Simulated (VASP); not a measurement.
A run of VASP 6.6.1:

File INCAR:

```
PREC     = Accurate       # precision mode
ENCUT    = 600            # plane-wave cutoff, eV
EDIFF    = 1E-7           # SCF threshold, eV
ISMEAR   = 0              # smearing method
SIGMA    = 0.1            # smearing width, eV
LREAL    = F              # projectors in reciprocal space
LASPH    = T              # aspherical terms in the spheres
NELM     = 100            # most SCF steps
ALGO     = Normal         # electronic algorithm
ISIF     = 3              # what is computed and relaxed
LWAVE    = F              # write WAVECAR
LCHARG   = F              # write CHGCAR
IBRION   = 2              # ionic algorithm
NSW      = 100            # ionic steps
EDIFFG   = -0.05          # ionic threshold
```

File KPOINTS:

```
regular mesh
0
Gamma
  9 9 4
```

POSCAR

```
Ta2N
1.0
    3.1128615100      0.0000000000      0.0000000000
   -1.5564307500      2.6958171400      0.0000000000
    0.0000000000      0.0000000000      4.8698410000
Ta N
2 1
Direct
    0.6666666700      0.3333333300      0.7452890000
    0.3333333300      0.6666666700      0.2547110000
    0.0000000000      0.0000000000      0.0000000000
```

Potentials or basis: VASP PAW LDA potentials, release 64 (Ta_pv, N).

Run with:

```sh
$ cat potpaw_LDA.64/Ta_pv/POTCAR potpaw_LDA.64/N/POTCAR > POTCAR
$ mpirun -np 1 vasp_std > vasp.out
```

Hardware: 1 thread of AMD EPYC 9R45 96-Core Processor (Zen 5), with other jobs on the host.

Question: Estimate the wall time of this run.

Answer: Run time: 61 s on 1 thread of AMD EPYC 9R45 96-Core Processor (Zen 5), on a shared host, peak memory 0.15 GiB. Counts: scf iterations 52, k points 43, ion steps 6.
